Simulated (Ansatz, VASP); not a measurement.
# ZnPb2N2 in VASP and in Ansatz

```xyz
5
Lattice="3.7772 0.0000 0.0000 -1.8886 3.2711 0.0000 0.0000 0.0000 8.7661" Properties=species:S:1:pos:R:3 pbc="T T T"
Zn    0.0000    0.0000    4.3830
Pb    1.8886    1.0904    1.6387
Pb    0.0000    2.1808    7.1274
N     0.0000    0.0000    6.1215
N     0.0000    0.0000    2.6446
```

Alike in both runs: task single point; functional PBE; dispersion D3(BJ); k mesh 9 × 9 × 4; occupations gaussian, width 0.05 eV; no spin polarisation.

|  | VASP | Ansatz |
| --- | --- | --- |
| version | VASP 6.6.1 | Ansatz 0.2.0 |
| potentials or method | VASP PAW PBE potentials, release 64 (Zn, Pb_d, N), cutoff 520 eV | scalar-relativistic, plane waves, PAW |
| valence electrons in the cell | 50 | 50 |

```csv
,VASP,Ansatz,Ansatz less VASP
gap on the k mesh at the Fermi level (eV),0.49,0.50,+0.009
least direct gap on the mesh (eV),1.28,1.29,+0.002
pressure (GPa),0.9,0.6,-0.27
"traceless stress, the component that is largest in VASP (GPa)",9.26,8.69,-0.566
rms of the force components (eV/Å),0.754,0.700,-0.0543
```

Atom by atom the forces differ by 0.054 eV/Å (rms over components).

Spin-orbit coupling is off throughout.
